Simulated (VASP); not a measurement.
Wanted: the native input for a VASP 6.6.1 run.

* Task: single point
* Functional: PBE
* Potentials or basis: VASP PAW PBE potentials, release 64 (Co, O)
* Cutoff: 520 eV
* k mesh: 15 × 15 × 15
* Occupations: methfessel-paxton, width 0.05 eV
* Spin: collinear spin, ferromagnetic start
* Starting moments: [2.0, 0.0] μB
* Dipole correction: no
* Further INCAR settings: ALGO = Normal; EDIFF = 1e-06; NBANDS = 18

The structure of CoO lies in POSCAR:

```
CoO
1.0
    0.0000000000      2.1315000000      2.1315000000
    2.1315000000      0.0000000000      2.1315000000
    2.1315000000      2.1315000000      0.0000000000
Co O
1 1
Direct
    0.0000000000      0.0000000000      0.0000000000
    0.5000000000      0.5000000000      0.5000000000
```

These files were run (other wordings do the same):

INCAR

```
  ALGO = Normal
  EDIFF = 1E-6
  ENCUT = 520
  GGA = PE
  ISIF = 2
  ISMEAR = 1
  ISPIN = 2
  LASPH = True
  LCHARG = False
  LMAXMIX = 4
  LORBIT = 11
  LREAL = False
  LWAVE = False
  MAGMOM = 2 0
  NBANDS = 18
  NELM = 150
  PREC = Accurate
  SIGMA = 0.05
```

KPOINTS

```
k-points
0
Gamma
  15 15 15
```

Potentials or basis: VASP PAW PBE potentials, release 64 (Co, O).

Run with:

```bash
$ cat potpaw_PBE.64/Co/POTCAR potpaw_PBE.64/O/POTCAR > POTCAR
$ mpirun -np 1 vasp_std > vasp.out
```

It gave:

```json
{
  "Pressure": "-2.2 GPa",
  "Net moment": "2.95 μB per cell",
  "Site moments": "Co +2.58; O +0.31 μB",
  "Valence electrons inside the program's atomic spheres": "Co 7.79; O 4.98"
}
```

Caveat: a cell with one magnetic atom can't hold antiferromagnetic order, which such compounds often take.

Wall time 99 s on 1 thread of Intel Xeon 8259CL (shared host), peak memory 0.2 GiB.
